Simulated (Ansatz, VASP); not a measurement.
## Two plane-wave programs on Rh

File INCAR:

```
ALGO     = Fast           # electronic algorithm
EDIFF    = 1E-6           # SCF threshold, eV
ENCUT    = 520            # plane-wave cutoff, eV
GGA      = PE             # functional
ISIF     = 2              # what is computed and relaxed
ISMEAR   = 0              # smearing method
LASPH    = T              # aspherical terms in the spheres
LCHARG   = F              # write CHGCAR
LREAL    = F              # projectors in reciprocal space
LWAVE    = F              # write WAVECAR
NBANDS   = 22             # bands
NELM     = 60             # most SCF steps
PREC     = Accurate       # precision mode
SIGMA    = 0.15           # smearing width, eV
```

KPOINTS

```
k-points
0
Gamma
  24 24 14
```

File POSCAR:

```
Rh
1.0
    2.7656609602      0.0000000000      0.0000000000
   -1.3828304801      2.3951326498      0.0000000000
    0.0000000000      0.0000000000      4.3848426969
Rh
2
Direct
    0.6666666667      0.3333333333      0.7500000000
    0.3333333333      0.6666666667      0.2500000000
```

Input for Ansatz:

```yaml
crystal:
  lattice:
    - [2.7656609602, 0.0, 0.0]
    - [-1.3828304801, 2.3951326498, 0.0]
    - [0.0, 0.0, 4.3848426969]
  atoms:
    - { symbol: Rh, position: [0.6666666667, 0.3333333333, 0.75] }
    - { symbol: Rh, position: [0.3333333333, 0.6666666667, 0.25] }
basis:
  ecutwfc: 420
kpoints:
  mp_grid: { grid: [24, 24, 14] }
hamiltonian:
  xc: pbe
scf:
  occupations: { method: gaussian, width: 0.15 }
output:
  forces: true
  stress: true
  eigenvalues: true
```

Change from the starting cell: strain +0.0150 x Voigt [1, 1, 0, 0, 0, 0], atoms carried along.

Alike in both runs: task single point; functional PBE; k mesh 24 × 24 × 14; occupations gaussian, width 0.15 eV; no spin polarisation.

```csv
,VASP,Ansatz
version,VASP 6.6.1,Ansatz 0.2.0
potentials or method,"VASP PAW PBE potentials, release 64 (Rh_pv), cutoff 520 eV","scalar-relativistic, plane waves, PAW"
valence electrons in the cell,30,34
```

|  | VASP | Ansatz | Ansatz less VASP |
| --- | --- | --- | --- |
| gap on the k mesh at the Fermi level (eV) | none | none | - |
| pressure (GPa) | -6.7 | -6.7 | -0.02 |
| traceless stress, the component that is largest in VASP (GPa) | 2.34 | 2.32 | -0.017 |

A gap of «none» marks a metal or a gap that the smearing closes. VASP's potentials hold 30 valence electrons a cell and Ansatz's 34, so a difference there can come from the potentials and not from the codes.
